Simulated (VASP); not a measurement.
**Lu: electric field gradients with r2SCAN**

Lu:

```
Lu
1.0
     3.46246    0.00000    0.00000
    -1.73123    2.99858    0.00000
     0.00000    0.00000    5.49137
Lu
2
Direct
  0.33333 0.66667 0.25000
  0.66667 0.33333 0.75000
```

* Program: VASP 6.6.1
* Task: electric field gradients
* Functional: r2SCAN
* Potentials or basis: VASP PAW PBE potentials, release 64 (Lu)
* Cutoff: 520 eV
* k mesh: 13 × 13 × 8
* Occupations: fermi-dirac, width 0.03 eV
* Spin: no spin polarisation
* Dipole correction: no
* Further INCAR settings: ALGO = Normal; EDIFF = 1e-08; NBANDS = 32

```yaml
Pressure: 1.3 GPa
Band_gap_on_the_k_mesh: zero (bands 25 and 26 overlap by 1.96 eV)
Largest_electric_field_gradient_by_atom: Lu +62.0 V/Å²
```

Stress tensor (GPa, compression positive):
```
1.71 0.00 0.00
0.00 1.71 0.00
0.00 0.00 0.37
```

Levels at points of the mesh, in eV from the Fermi level:
```
           k point  band 21  band 22  band 23  band 24  band 25  band 26  band 27  band 28  band 29  band 30
(0.00, 0.00, 0.00)    -5.01    -4.99    -4.99    -2.49     0.49     2.49     2.49     2.82     3.27     3.28
(0.00, 0.00, 0.50)    -4.99    -4.99    -4.60    -4.60     1.29     1.29     2.43     2.43     2.43     2.43
```

Electric field gradients, principal values (V/Å²):
```csv
atom,least,middle,greatest (by size)
1 Lu,-30.981,-30.986,61.966
2 Lu,-30.981,-30.986,61.966
```

Run time: 26 min on 1 thread of Intel Xeon 8259CL, with other jobs on the host, peak memory 0.31 GiB.

Caveat: without QUAD_EFG the Cq values of the log hold for a quadrupole moment of 1 mb, not for the nuclei; the PAW data sets were made with another functional, which shifts forces and pressure a little; spin-orbit coupling is left out, which moves the levels of the heavy elements.
